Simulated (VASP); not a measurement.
# Pd (Fm-3m) in VASP: notebook

Pd is run at these levels: PBE; tasks: single point.

Program: VASP 6.6.1. These are calculated values, not measurements. Logs are shortened: lines on timing, memory, paths and dates and some standing lists are left out, and cuts for length are marked.

## Step 1: The cell of the first run

Symmetry: Fm-3m, No. 225, cubic system. The conventional cell has a = 3.970 Å, b = 3.970 Å, c = 3.970 Å, α = 90.00°, β = 90.00°, γ = 90.00°. Within 3.7 Å of Pd (site symmetry m-3m) lie 12 Pd at 2.81 Å.

## Step 2: Single point, PBE (Ag replaced by Pd, lengths x 0.975, strained)

Input file INCAR:

```
ALGO     = Normal         # electronic algorithm
EDIFF    = 1E-6           # SCF threshold, eV
ENCUT    = 500            # plane-wave cutoff, eV
GGA      = PE             # functional
GGA_COMPAT= F            
ISIF     = 2              # what is computed and relaxed
ISMEAR   = 0              # smearing method
LASPH    = T              # aspherical terms in the spheres
LCHARG   = F              # write CHGCAR
LREAL    = F              # projectors in reciprocal space
LWAVE    = F              # write WAVECAR
NBANDS   = 11             # bands
NELM     = 120            # most SCF steps
PREC     = Accurate       # precision mode
SIGMA    = 0.1            # smearing width, eV
```

Input file KPOINTS:

```
k-points
0
Gamma
  8 8 8
```

Input file POSCAR:

```
Pd
1.0
    0.0000000000      1.9848236583      1.9848236583
    1.9848236583      0.0000000000      1.9848236583
    1.9848236583      1.9848236583      0.0000000000
Pd
1
Direct
    0.0000000000      0.0000000000      0.0000000000
```

Potentials or basis: VASP PAW PBE potentials, release 64 (Pd).

Started as:

```bash
$ cat potpaw_PBE.64/Pd/POTCAR > POTCAR
$ mpirun -np 1 vasp_std > vasp.out
```

OUTCAR:

```text
EDIFF = 1E-6
   ENCUT = 500
   GGA = PE
   ISIF = 2
   ISMEAR = 0
   LASPH = T
   LREAL = F
   NELM = 120
   PREC = Accurate

 ion  position               nearest neighbor table
   1  0.000  0.000  0.000-

  LATTYP: Found a face centered cubic cell.
 ALAT       =     3.9696473166

  Lattice vectors:

 A1 = (   0.0000000000,   1.9848236583,   1.9848236583)
 A2 = (   1.9848236583,   0.0000000000,   1.9848236583)
 A3 = (   1.9848236583,   1.9848236583,   0.0000000000)

Analysis of symmetry for initial positions (statically):
=====================================================================
 Subroutine PRICEL returns:
 Original cell was already a primitive cell.

 Routine SETGRP: Setting up the symmetry group for a
 face centered cubic supercell.

 Subroutine GETGRP returns: Found 48 space group operations
 (whereof 48 operations were pure point group operations)
 out of a pool of 48 trial point group operations.

The static configuration has the point symmetry O_h .

Analysis of symmetry for dynamics (positions and initial velocities):
=====================================================================
 Subroutine PRICEL returns:
 Original cell was already a primitive cell.

 Routine SETGRP: Setting up the symmetry group for a
 face centered cubic supercell.

 Subroutine GETGRP returns: Found 48 space group operations
 (whereof 48 operations were pure point group operations)
 out of a pool of 48 trial point group operations.

The dynamic configuration has the point symmetry O_h .

 Subroutine INISYM returns: Found 48 space group operations
 (whereof 48 operations are pure point group operations),
 and found     1 'primitive' translations

----------------------------------------------------------------------------------------

                                     Primitive cell

  volume of cell :      15.6385

  direct lattice vectors                    reciprocal lattice vectors
     0.000000000  1.984823658  1.984823658    -0.251911548  0.251911548  0.251911548
     1.984823658  0.000000000  1.984823658     0.251911548 -0.251911548  0.251911548
     1.984823658  1.984823658  0.000000000     0.251911548  0.251911548 -0.251911548

  length of vectors
     2.806964536  2.806964536  2.806964536     0.436323600  0.436323600  0.436323600

  position of ions in fractional coordinates (direct lattice)
     0.000000000  0.000000000  0.000000000

  ion indices of the primitive-cell ions
   primitive index   ion index
                 1           1

----------------------------------------------------------------------------------------

 KPOINTS: k-points

Automatic generation of k-mesh.
 Grid dimensions read from file:
 generate k-points for:    8    8    8

 Generating k-lattice:

  Cartesian coordinates                     Fractional coordinates (reciprocal lattice)
    -0.031488943  0.031488943  0.031488943     0.125000000  0.000000000  0.000000000
     0.031488943 -0.031488943  0.031488943     0.000000000  0.125000000  0.000000000
     0.031488943  0.031488943 -0.031488943     0.000000000  0.000000000  0.125000000

  Length of vectors
     0.054540450  0.054540450  0.054540450

  Shift w.r.t. Gamma in fractional coordinates (k-lattice)
     0.000000000  0.000000000  0.000000000

 Subroutine IBZKPT returns following result:
 ===========================================

 Found     29 irreducible k-points:

 Following reciprocal coordinates:
            Coordinates               Weight
  0.000000  0.000000  0.000000      1.000000
  0.125000  0.000000  0.000000      8.000000
  0.250000  0.000000  0.000000      8.000000
  0.375000  0.000000  0.000000      8.000000
  0.500000  0.000000  0.000000      4.000000
  0.125000  0.125000  0.000000      6.000000
[... 16 lines left out ...]
  0.500000  0.250000  0.125000     48.000000
 -0.375000  0.250000  0.125000     24.000000
 [... further k-points ...]
   k-points           NKPTS =     29   k-points in BZ     NKDIM =     29   number of bands    NBANDS=     11
   number of dos      NEDOS =    301   number of ions     NIONS =      1
   total plane-waves  NPLWV =   8000
   dimension x,y,z NGX =    20 NGY =   20 NGZ =   20
   dimension x,y,z NGXF=    40 NGYF=   40 NGZF=   40
   ions per type =               1
   NGX,Y,Z   is equivalent  to a cutoff of  11.85, 11.85, 11.85 a.u.
   NGXF,Y,Z  is equivalent  to a cutoff of  23.69, 23.69, 23.69 a.u.
 SYSTEM =  unknown system
   PREC   = accura    normal or accurate (medium, high low for compatibility)
   ISTART =      0    job   : 0-new  1-cont  2-samecut
   ICHARG =      2    charge: 1-file 2-atom 10-const
   ISPIN  =      1    spin polarized calculation?
   LNONCOLLINEAR =      F non collinear calculations
   LSORBIT =      F    spin-orbit coupling
   LASPH  =      T    aspherical Exc in radial PAW
   ENCUT  =  500.0 eV  36.75 Ry    6.06 a.u.   5.12  5.12  5.12*2*pi/ulx,y,z
   NELM   =    120;   NELMIN=  2; NELMDL= -5     # of ELM steps
   EDIFF  = 0.1E-05   stopping-criterion for ELM
   LREAL  =      F    real-space projection
[... 7 lines left out ...]
   TEBEG  =    0.0;   TEEND  =   0.0 temperature during run
   PSTRESS=    0.0 pullay stress
   NELECT =      10.0000    total number of electrons
   NUPDOWN=      -1.0000    fix difference up-down
   EMIN   =  10.00;   EMAX   =-10.00  energy-range for DOS
   EFERMI =   0.00;   METHOD = LEGACY
   ISMEAR =     0;   SIGMA  =   0.10  broadening in eV -4-tet -1-fermi 0-gaus
   EFERMI_NEDOS =   21; number of points for ismear=-14 and -15
   IALGO  =     38    algorithm
   IMIX   =      4    mixing-type and parameters
     AMIX     =   0.40;   BMIX     =  1.00
     AMIX_MAG =   1.60;   BMIX_MAG =  1.00
  volume/ion in A,a.u.               =      15.64       105.53
  Fermi-wavevector in a.u.,A,eV,Ry     =   1.410402  2.665273 27.065168  1.989234
  Thomas-Fermi vector in A             =   2.532359
   LORBIT       =      0    0 simple, 1 ext, 2 COOP (PROOUT), +10 PAW based schemes
   GGA     = PE    functional components
   LHFCALC =     F    Hartree Fock is set to
   AEXX    =    0.0000 exact exchange contribution
   IVDW    =     0    specifies the selected vdW correction
   LEPSILON=     F    determine dielectric tensor
   LRPA    =     F    only Hartree local field effects (RPA)
 non-spin polarized calculation
 Gauss-broadening in eV      SIGMA  =   0.10
  energy-cutoff  :      500.00
  volume of cell :       15.64
 maximum number of plane-waves:       415
   NGX = 11   NGY = 11   NGZ = 11

 number of electron      10.0000000 magnetization

 number of electron       9.9999998 magnetization

 Free energy of the ion-electron system (eV)
  ---------------------------------------------------
  ext. energy  EPLUGINS =         0.00000000
  ---------------------------------------------------
  free energy    TOTEN  =        -5.20176784 eV

  energy without entropy =       -5.19025902  energy(sigma->0) =       -5.19601343

 E-fermi :   8.9217     XC(G=0): -12.8162

 val. band max:        8.9161001031   @ k =   0.5000   0.2500   0.0000
 cond. band min:       8.9996124071   @ k =   0.5000   0.3750   0.0000
 fundamental gap:      0.0835123039
 Fermi energy:         8.9216898910

 k-point     1 :       0.0000    0.0000    0.0000
  band No.  band energies     occupation
      1       2.1322      2.00000
      2       6.2773      2.00000
      3       6.2773      2.00000
      4       6.2773      2.00000
      5       7.7380      2.00000
      6       7.7380      2.00000
      7      25.9772      0.00000
      8      30.4165      0.00000
      9      30.4165      0.00000
     10      30.4165      0.00000
     11      35.1863      0.00000

 k-point     2 :       0.1250    0.0000    0.0000
  band No.  band energies     occupation
      1       2.6539      2.00000
      2       6.1252      2.00000
      3       6.4352      2.00000
      4       6.4352      2.00000
      5       7.6795      2.00000
      6       7.6795      2.00000
      7      26.2667      0.00000
      8      27.7764      0.00000
      9      30.9404      0.00000
     10      30.9404      0.00000
     11      35.1917      0.00000

 k-point     3 :       0.2500    0.0000    0.0000
  band No.  band energies     occupation
      1       3.7685      2.00000
      2       6.2462      2.00000
      3       6.5446      2.00000
      4       6.5446      2.00000
      5       7.8811      2.00000
      6       7.8811      2.00000
      7      22.8738      0.00000
      8      26.8975      0.00000
      9      31.6965      0.00000
     10      31.6965      0.00000
     11      34.0736      0.00000

 k-point     4 :       0.3750    0.0000    0.0000
  band No.  band energies     occupation
      1       4.0631      2.00000
      2       6.3466      2.00000
      3       6.3466      2.00000
      4       8.1187      2.00000
      5       8.5052      2.00000
      6       8.5052      2.00000
      7      18.3691      0.00000
      8      25.8287      0.00000
      9      30.2864      0.00000
     10      30.2864      0.00000
     11      34.7765      0.00000

 k-point     5 :       0.5000    0.0000    0.0000
  band No.  band energies     occupation
      1       3.9945      2.00000
      2       6.2340      2.00000
      3       6.2340      2.00000
      4       8.8350      1.78003
      5       8.8350      1.78003
      6       9.9700      0.00000
      7      15.7185      0.00000
      8      25.3128      0.00000
      9      29.3600      0.00000
     10      29.3600      0.00000
     11      35.2335      0.00000
[... 211 lines left out ...]
 k-point    21 :       0.5000    0.5000    0.0000
  band No.  band energies     occupation
      1       3.9304      2.00000
      2       4.2035      2.00000
      3       8.8043      1.90310
      4       9.1229      0.00443
      5       9.1229      0.00443
      6      12.1879      0.00000
      7      19.0221      0.00000
      8      21.7199      0.00000
      9      21.7199      0.00000
     10      29.5525      0.00000
     11      29.6697      0.00000

 k-point    22 :       0.3750    0.2500    0.1250
  band No.  band energies     occupation
      1       4.7242      2.00000
      2       5.3524      2.00000
      3       6.3210      2.00000
      4       7.4501      2.00000
      5       7.6208      2.00000
      6       9.1262      0.00383
      7      23.4390      0.00000
      8      24.1307      0.00000
      9      27.6730      0.00000
     10      30.3932      0.00000
     11      33.6339      0.00000

 k-point    23 :       0.5000    0.2500    0.1250
  band No.  band energies     occupation
      1       4.9201      2.00000
      2       5.7403      2.00000
      3       6.1046      2.00000
      4       7.2827      2.00000
      5       8.3864      2.00000
      6      11.2053      0.00000
      7      19.1024      0.00000
      8      23.4696      0.00000
      9      25.6686      0.00000
     10      30.3877      0.00000
     11      34.0073      0.00000

 k-point    24 :      -0.3750    0.2500    0.1250
  band No.  band energies     occupation
      1       4.8667      2.00000
      2       5.5626      2.00000
      3       6.6469      2.00000
      4       7.0704      2.00000
      5       8.7154      1.99647
      6      13.5368      0.00000
      7      15.8264      0.00000
      8      24.0692      0.00000
      9      24.2289      0.00000
     10      29.5496      0.00000
     11      34.9504      0.00000

 [... further k-points ...]
[... 5 lines left out ...]
  --------------------------------------------------------------------------------------
  -------------------------------------------------------------------------------------
  Total       -0.2696311     -0.2696311     -0.2696311      0.0000000     -0.0000000      0.0000000
  in kB      -27.6238845    -27.6238845    -27.6238845      0.0000000     -0.0000000      0.0000000
  external PRESSURE =     -27.6238845 kB  Pullay stress =       0.0000000 kB

 VOLUME and BASIS-vectors are now :
 -----------------------------------------------------------------------------
  energy-cutoff  :      500.00
  volume of cell :       15.64
      direct lattice vectors                 reciprocal lattice vectors
     0.000000000  1.984823658  1.984823658    -0.251911548  0.251911548  0.251911548
     1.984823658  0.000000000  1.984823658     0.251911548 -0.251911548  0.251911548
     1.984823658  1.984823658  0.000000000     0.251911548  0.251911548 -0.251911548

 POSITION                                       TOTAL-FORCE (eV/Angst)
 -----------------------------------------------------------------------------------
      0.00000      0.00000      0.00000         0.000000      0.000000      0.000000
 -----------------------------------------------------------------------------------
    total drift:                                0.000000      0.000000      0.000000

  FREE ENERGIE OF THE ION-ELECTRON SYSTEM (eV)
  ---------------------------------------------------
  free  energy   TOTEN  =        -5.2017678418 eV

  energy  without entropy=       -5.1902590168  energy(sigma->0) =       -5.19601343
```

Run time: 8.3 s. Hardware: 1 thread of Intel Xeon 8259CL, shared host; peak memory 0.12 GiB.

Results:

| Item | Value |
| --- | --- |
| Free energy | -5.2018 eV |
| Pressure | -2.8 GPa |
| Band gap on the k mesh | zero (bands 5 and 6 overlap by 1.45 eV) |

Caveat: the cell differs from its parent crystal (Ag replaced by Pd, lengths x 0.975, strained).

## Step 3: Single point, PBE

Input file INCAR:

```
SYSTEM = Pd
ALGO = Normal
EDIFF = 1E-6
ENCUT = 500
GGA = PE
GGA_COMPAT = .FALSE.
ISIF = 2
ISMEAR = 1
LASPH = .TRUE.
LCHARG = .FALSE.
LREAL = .FALSE.
LWAVE = .FALSE.
NBANDS = 11
NELM = 120
PREC = Accurate
SIGMA = 0.1
```

Input file KPOINTS:

```
k-points
0
G
  18 18 18
  0 0 0
```

POSCAR is that of step 2.

Potentials or basis: VASP PAW PBE potentials, release 64 (Pd).

Started as:

```bash
$ cat potpaw_PBE.64/Pd/POTCAR > POTCAR
$ mpirun -np 1 vasp_std > vasp.out
```

Run time: 37 s. Hardware: 1 thread of Intel Xeon 8259CL, shared host; peak memory 0.15 GiB.

Results (log left out):

| Item | Value |
| --- | --- |
| Free energy | -5.2158 eV |
| Pressure | -3.6 GPa |
| Band gap on the k mesh | zero (bands 5 and 6 overlap by 1.43 eV) |

Levels at points of the mesh, in eV from the Fermi level:
```csv
k point,band 3,band 4,band 5,band 6,band 7,band 8
"(0.00, 0.00, 0.00)",-2.57,-2.57,-1.11,-1.11,17.16,21.61
"(0.50, 0.00, 0.00)",-2.61,-0.02,-0.02,1.16,6.88,16.50
"(0.50, 0.50, 0.00)",-0.04,0.27,0.27,3.37,10.19,12.90
```

Caveat: the cell stands under tension.

The gap in the log of VASP goes by the Fermi energy; the results here count the filled bands.